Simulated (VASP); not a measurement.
# MgO in VASP: further runs

MgO is run at these levels: PBEsol; tasks: single point, relaxation of the atoms.

Program: VASP 6.6.1. These are calculated values, not measurements. Logs are shortened: lines on timing, memory, paths and dates and some standing lists are left out, and cuts for length are marked.

## (1) The cell of the first run

The cell holds a slab with vacuum, 6 atoms: a = 2.980 Å, b = 2.980 Å, c = 18.215 Å, α = 90.00°, β = 90.00°, γ = 90.00°.

## (2) Single point, PBEsol

Contents of INCAR:

```
ALGO = Normal ; DIPOL = 0.5 0.5 0.500
EDIFF = 1E-7 ; ENCUT = 520
GGA = PS ; IDIPOL = 3
ISIF = 2 ; ISMEAR = 0
LASPH = True ; LCHARG = False
LDIPOL = True ; LREAL = False
LWAVE = False ; NBANDS = 21
NELM = 100 ; PREC = Accurate
SIGMA = 0.05
```

Contents of KPOINTS:

```
k-points
0
Gamma
  9 9 1
```

Contents of POSCAR:

```
MgO
1.0
    2.9804137519      0.0000000000      0.0000000000
    0.0000000000      2.9804137519      0.0000000000
    0.0000000000      0.0000000000     18.2149415494
Mg O
3 3
Direct
    0.5000000000      0.5000000000      0.3842998881
    0.0000000000      0.0000000000      0.5002851215
    0.5000000000      0.5000000000      0.6144948671
    0.0000000000      0.0000000000      0.3842998881
    0.5000000000      0.5000000000      0.4997702804
    0.0000000000      0.0000000000      0.6170726995
```

Potentials or basis: VASP PAW PBE potentials, release 64 (Mg, O).

Launch:

```
$ cat potpaw_PBE.64/Mg/POTCAR potpaw_PBE.64/O/POTCAR > POTCAR
$ mpirun -np 1 vasp_std > vasp.out
```

OUTCAR:

```text
EDIFF = 1E-7
   ENCUT = 520
   GGA = PS
   ISIF = 2
   ISMEAR = 0
   LASPH = True
   LREAL = False
   NELM = 100
   PREC = Accurate

 ion  position               nearest neighbor table
   1  0.500  0.500  0.384-   5 2.10   4 2.11   4 2.11   4 2.11   4 2.11   2 2.98   2 2.98   2 2.98
                             2 2.98
   2  0.000  0.000  0.500-   5 2.11   5 2.11   5 2.11   5 2.11   4 2.11   6 2.13   3 2.96   3 2.96
                             3 2.96   3 2.96   1 2.98   1 2.98   1 2.98   1 2.98
   3  0.500  0.500  0.614-   5 2.09   6 2.11   6 2.11   6 2.11   6 2.11   2 2.96   2 2.96   2 2.96
                             2 2.96
   4  0.000  0.000  0.384-   1 2.11   1 2.11   1 2.11   1 2.11   2 2.11
   5  0.500  0.500  0.500-   3 2.09   1 2.10   2 2.11   2 2.11   2 2.11   2 2.11
   6  0.000  0.000  0.617-   3 2.11   3 2.11   3 2.11   3 2.11   2 2.13

  LATTYP: Found a simple tetragonal cell.
 ALAT       =     2.9804137519
 C/A-ratio  =     6.1115479479

  Lattice vectors:

 A1 = (   2.9804137519,   0.0000000000,   0.0000000000)
 A2 = (   0.0000000000,   2.9804137519,   0.0000000000)
 A3 = (   0.0000000000,   0.0000000000,  18.2149415494)

Analysis of symmetry for initial positions (statically):
=====================================================================
 Subroutine PRICEL returns:
 Original cell was already a primitive cell.

 Routine SETGRP: Setting up the symmetry group for a
 simple tetragonal supercell.

 Subroutine GETGRP returns: Found  8 space group operations
 (whereof  8 operations were pure point group operations)
 out of a pool of 16 trial point group operations.

The static configuration has the point symmetry C_4v.

Analysis of symmetry for dynamics (positions and initial velocities):
=====================================================================
 Subroutine PRICEL returns:
 Original cell was already a primitive cell.

 Routine SETGRP: Setting up the symmetry group for a
 simple tetragonal supercell.

 Subroutine GETGRP returns: Found  8 space group operations
 (whereof  8 operations were pure point group operations)
 out of a pool of 16 trial point group operations.

The dynamic configuration has the point symmetry C_4v.

 Subroutine INISYM returns: Found  8 space group operations
 (whereof  8 operations are pure point group operations),
 and found     1 'primitive' translations

----------------------------------------------------------------------------------------

                                     Primitive cell

  volume of cell :     161.8009

  direct lattice vectors                    reciprocal lattice vectors
     2.980413752  0.000000000  0.000000000     0.335523885  0.000000000  0.000000000
     0.000000000  2.980413752  0.000000000     0.000000000  0.335523885  0.000000000
     0.000000000  0.000000000 18.214941549     0.000000000  0.000000000  0.054899984

  length of vectors
     2.980413752  2.980413752 18.214941549     0.335523885  0.335523885  0.054899984

  position of ions in fractional coordinates (direct lattice)
     0.500000000  0.500000000  0.384299888
     0.000000000  0.000000000  0.500285121
     0.500000000  0.500000000  0.614494867
     0.000000000  0.000000000  0.384299888
     0.500000000  0.500000000  0.499770280
     0.000000000  0.000000000  0.617072699

  ion indices of the primitive-cell ions
   primitive index   ion index
                 1           1
                 2           2
                 3           3
                 4           4
                 5           5
                 6           6

----------------------------------------------------------------------------------------

 KPOINTS: k-points

Automatic generation of k-mesh.
 Grid dimensions read from file:
 generate k-points for:    9    9    1

 Generating k-lattice:

  Cartesian coordinates                     Fractional coordinates (reciprocal lattice)
     0.037280432  0.000000000  0.000000000     0.111111111  0.000000000  0.000000000
     0.000000000  0.037280432  0.000000000     0.000000000  0.111111111  0.000000000
     0.000000000  0.000000000  0.054899984     0.000000000  0.000000000  1.000000000

  Length of vectors
     0.037280432  0.037280432  0.054899984

  Shift w.r.t. Gamma in fractional coordinates (k-lattice)
     0.000000000  0.000000000  0.000000000

 Subroutine IBZKPT returns following result:
 ===========================================

 Found     15 irreducible k-points:

 Following reciprocal coordinates:
            Coordinates               Weight
  0.000000  0.000000  0.000000      1.000000
  0.111111  0.000000  0.000000      4.000000
  0.222222  0.000000  0.000000      4.000000
  0.333333  0.000000  0.000000      4.000000
  0.444444  0.000000  0.000000      4.000000
  0.111111  0.111111  0.000000      4.000000
  0.222222  0.111111  0.000000      8.000000
  0.333333  0.111111  0.000000      8.000000
  0.444444  0.111111  0.000000      8.000000
  0.222222  0.222222  0.000000      4.000000
  0.333333  0.222222  0.000000      8.000000
  0.444444  0.222222  0.000000      8.000000
  0.333333  0.333333  0.000000      4.000000
  0.444444  0.333333  0.000000      8.000000
  0.444444  0.444444  0.000000      4.000000
   k-points           NKPTS =     15   k-points in BZ     NKDIM =     15   number of bands    NBANDS=     21
   number of dos      NEDOS =    301   number of ions     NIONS =      6
   total plane-waves  NPLWV =  80640
   dimension x,y,z NGX =    24 NGY =   24 NGZ =  140
   dimension x,y,z NGXF=    48 NGYF=   48 NGZF=  280
   ions per type =               3   3
   NGX,Y,Z   is equivalent  to a cutoff of  13.39, 13.39, 12.78 a.u.
   NGXF,Y,Z  is equivalent  to a cutoff of  26.77, 26.77, 25.56 a.u.
 SYSTEM =  unknown system
   PREC   = accura    normal or accurate (medium, high low for compatibility)
   ISTART =      0    job   : 0-new  1-cont  2-samecut
   ICHARG =      2    charge: 1-file 2-atom 10-const
   ISPIN  =      1    spin polarized calculation?
   LNONCOLLINEAR =      F non collinear calculations
   LSORBIT =      F    spin-orbit coupling
   LASPH  =      T    aspherical Exc in radial PAW
   ENCUT  =  520.0 eV  38.22 Ry    6.18 a.u.   5.54  5.54 33.87*2*pi/ulx,y,z
   NELM   =    100;   NELMIN=  2; NELMDL= -5     # of ELM steps
   EDIFF  = 0.1E-06   stopping-criterion for ELM
   LREAL  =      F    real-space projection
   EDIFFG = 0.1E-05   stopping-criterion for IOM
   NSW    =      0    number of steps for IOM
   IBRION =     -1    ionic relax: 0-MD 1-quasi-New 2-CG
   NFREE  =      0    steps in history (QN), initial steepest desc. (CG)
   ISIF   =      2    stress and relaxation
   ISYM   =      2    0-nonsym 1-usesym 2-fastsym
   POTIM  = 0.5000    time-step for ionic-motion
   TEBEG  =    0.0;   TEEND  =   0.0 temperature during run
   PSTRESS=    0.0 pullay stress
   NELECT =      24.0000    total number of electrons
   NUPDOWN=      -1.0000    fix difference up-down
   EMIN   =  10.00;   EMAX   =-10.00  energy-range for DOS
   EFERMI =   0.00;   METHOD = LEGACY
   ISMEAR =     0;   SIGMA  =   0.05  broadening in eV -4-tet -1-fermi 0-gaus
   EFERMI_NEDOS =   21; number of points for ismear=-14 and -15
   IALGO  =     38    algorithm
   IMIX   =      4    mixing-type and parameters
     AMIX     =   0.40;   BMIX     =  1.00
     AMIX_MAG =   1.60;   BMIX_MAG =  1.00
  volume/ion in A,a.u.               =      26.97       181.98
  Fermi-wavevector in a.u.,A,eV,Ry     =   0.866599  1.637635 10.217896  0.750994
  Thomas-Fermi vector in A             =   1.985012
   LORBIT       =      0    0 simple, 1 ext, 2 COOP (PROOUT), +10 PAW based schemes
   GGA     = PS    functional components
   LHFCALC =     F    Hartree Fock is set to
   AEXX    =    0.0000 exact exchange contribution
   IVDW    =     0    specifies the selected vdW correction
   LEPSILON=     F    determine dielectric tensor
   LRPA    =     F    only Hartree local field effects (RPA)
 non-spin polarized calculation
 Gauss-broadening in eV      SIGMA  =   0.05
  energy-cutoff  :      520.00
  volume of cell :      161.80
 maximum number of plane-waves:      4390
 NGX is ok and might be reduce to    24
   NGX = 11   NGY = 11   NGZ = 67

 number of electron      23.9999992 magnetization

 dipolmoment           0.000000      0.000000      0.019009 electrons x Angstroem

 Free energy of the ion-electron system (eV)
  ---------------------------------------------------
  ext. energy  EPLUGINS =         0.00000000
  ---------------------------------------------------
  free energy    TOTEN  =       -36.38192680 eV

  energy without entropy =      -36.38192680  energy(sigma->0) =      -36.38192680

 E-fermi :  -2.0248     XC(G=0):  -4.7209

 val. band max:       -2.2637392169   @ k =   0.0000   0.0000   0.0000
 cond. band min:       1.0892861674   @ k =   0.0000   0.0000   0.0000
 fundamental gap:      3.3530253843
 Fermi energy:        -2.0247764258

 k-point     1 :       0.0000    0.0000    0.0000
  band No.  band energies     occupation
      1     -19.0488      2.00000
      2     -18.2467      2.00000
      3     -17.8214      2.00000
      4      -5.6787      2.00000
      5      -4.2414      2.00000
      6      -3.2925      2.00000
[... 13 lines left out ...]
     20       7.3207      0.00000
     21       8.1315      0.00000

 k-point     2 :       0.1111    0.0000    0.0000
  band No.  band energies     occupation
      1     -18.9691      2.00000
      2     -18.1891      2.00000
      3     -17.7926      2.00000
      4      -5.6185      2.00000
      5      -4.4364      2.00000
      6      -3.4567      2.00000
[... 13 lines left out ...]
     20       7.6237      0.00000
     21       8.4514      0.00000
[... 271 lines left out ...]
      5      -5.6542      2.00000
      6      -5.3608      2.00000
[... 13 lines left out ...]
     20       8.4047      0.00000
     21       8.9959      0.00000

 k-point    15 :       0.4444    0.4444    0.0000
  band No.  band energies     occupation
      1     -17.8514      2.00000
      2     -17.4965      2.00000
      3     -17.3279      2.00000
      4      -5.8824      2.00000
      5      -5.8609      2.00000
      6      -4.9772      2.00000
[... 13 lines left out ...]
     20       8.8678      0.00000
     21       9.5250      0.00000

------------------------ aborting loop because EDIFF is reached ----------------------------------------

 vacuum level on the upper side and lower side of the slab       (xc-potential included)         0.162        -0.210

  FORCE on cell =-STRESS in cart. coord.  units (eV):
  Direction    XX          YY          ZZ          XY          YZ          ZX
  --------------------------------------------------------------------------------------
  -------------------------------------------------------------------------------------
  Total       -3.9392474     -3.9392474     -0.1385567      0.0000000      0.0000000      0.0000000
  in kB      -39.0070348    -39.0070348     -1.3720095      0.0000000      0.0000000      0.0000000
  external PRESSURE =     -26.4620264 kB  Pullay stress =       0.0000000 kB

 VOLUME and BASIS-vectors are now :
 -----------------------------------------------------------------------------
  energy-cutoff  :      520.00
  volume of cell :      161.80
      direct lattice vectors                 reciprocal lattice vectors
     2.980413752  0.000000000  0.000000000     0.335523885  0.000000000  0.000000000
     0.000000000  2.980413752  0.000000000     0.000000000  0.335523885  0.000000000
     0.000000000  0.000000000 18.214941549     0.000000000  0.000000000  0.054899984

 POSITION                                       TOTAL-FORCE (eV/Angst)
 -----------------------------------------------------------------------------------
      1.49021      1.49021      7.00000         0.000000      0.000000      0.435439
      0.00000      0.00000      9.11266         0.000000     -0.000000     -0.018715
      1.49021      1.49021     11.19299         0.000000      0.000000     -0.025700
      0.00000      0.00000      7.00000         0.000000     -0.000000     -0.422270
      1.49021      1.49021      9.10329         0.000000     -0.000000      0.023462
      0.00000      0.00000     11.23994         0.000000     -0.000000      0.007783
 -----------------------------------------------------------------------------------
    total drift:                                0.000000      0.000000      0.000086

  FREE ENERGIE OF THE ION-ELECTRON SYSTEM (eV)
  ---------------------------------------------------
  free  energy   TOTEN  =       -36.3819268034 eV

  energy  without entropy=      -36.3819268034  energy(sigma->0) =      -36.38192680

 vacuum level on the upper side and lower side of the slab         3.008         2.623
```

It took 2.4 min on 1 thread of Intel Xeon Platinum 8259CL at 2.50GHz (Skylake/Cascade Lake), shared host; peak memory 0.25 GiB.

What came out:

```
Free energy            : -36.3819 eV
Largest force          : 0.435 eV/Å
Band gap on the k mesh : 3.35 eV
```

Forces in eV/Å, atoms in the order of the input:
```
Mg   0.000  0.000  0.435
Mg   0.000  0.000 -0.019
Mg   0.000  0.000 -0.026
O    0.000  0.000 -0.422
O    0.000  0.000  0.023
O    0.000  0.000  0.008
```

Caveat: the PAW data sets were made with another functional, which shifts forces and pressure a little.

## (3) Relaxation of the atoms, PBEsol

Contents of INCAR:

```
SYSTEM = MgO
  PREC = Accurate
  ENCUT = 520
  EDIFF = 1E-7
  ISMEAR = 0
  SIGMA = 0.05
  LREAL = .False.
  LASPH = .True.
  NELM = 100
  ALGO = Normal
  ISIF = 2
  LWAVE = .False.
  LCHARG = .False.
  LDIPOL = .True.
  IDIPOL = 3
  DIPOL = 0.5 0.5 0.500
  GGA = PS
  IBRION = 2
  NSW = 70
  EDIFFG = -0.03
```

Contents of KPOINTS:

```
Automatic mesh
0
Gamma
  9 9 1
  0 0 0
```

Contents of POSCAR:

```
MgO
1.0
    2.9804137519      0.0000000000      0.0000000000
    0.0000000000      2.9804137519      0.0000000000
    0.0000000000      0.0000000000     18.2149415494
Mg O
3 3
Selective dynamics
Direct
    0.5000000000      0.5000000000      0.3842998881  F F F
    0.0000000000      0.0000000000      0.5000000000  T T T
    0.5000000000      0.5000000000      0.6157001119  T T T
    0.0000000000      0.0000000000      0.3842998881  F F F
    0.5000000000      0.5000000000      0.5000000000  T T T
    0.0000000000      0.0000000000      0.6157001119  T T T
```

Potentials or basis: VASP PAW PBE potentials, release 64 (Mg, O).

Launch:

```
$ cat potpaw_PBE.64/Mg/POTCAR potpaw_PBE.64/O/POTCAR > POTCAR
$ mpirun -np 1 vasp_std > vasp.out
```

It took 5.5 min on 1 thread of Intel Xeon Platinum 8259CL at 2.50GHz (Skylake/Cascade Lake), shared host; peak memory 0.27 GiB.

The run converged. Its results:

| Property | Result |
| --- | --- |
| Free energy | -36.3820 eV |
| Energy gained by relaxing | 1.8 meV/atom |
| Ionic steps | 4 |
| Band gap on the k mesh | 3.35 eV |

Step by step:
```csv
step,energy change (eV),largest force on free atoms (eV/Å),pressure (GPa)
1,0.0000,0.4547,-2.65
2,-0.0105,0.0946,-2.63
3,-0.0105,0.1021,-2.63
4,-0.0109,0.0208,-2.63
```

Final structure:
```xyz
6
Lattice="2.9804 0.0000 0.0000 0.0000 2.9804 0.0000 0.0000 0.0000 18.2149" Properties=species:S:1:pos:R:3 pbc="T T T"
Mg    1.4902    1.4902    7.0000
Mg    2.9804    0.0000    9.1121
Mg    1.4902    1.4902   11.1903
O     0.0000    0.0000    7.0000
O     1.4902    1.4902    9.1025
O     2.9804    2.9804   11.2389
```

Levels at points of the mesh, in eV from the valence-band top:
```tsv
k point	band 9	band 10	band 11	band 12	band 13	band 14	band 15	band 16
(0.00, 0.00, 0.00)	-0.40	-0.40	0.00	0.00	3.35	4.02	5.13	6.24
```

Caveat: the PAW data sets were made with another functional, which shifts forces and pressure a little.
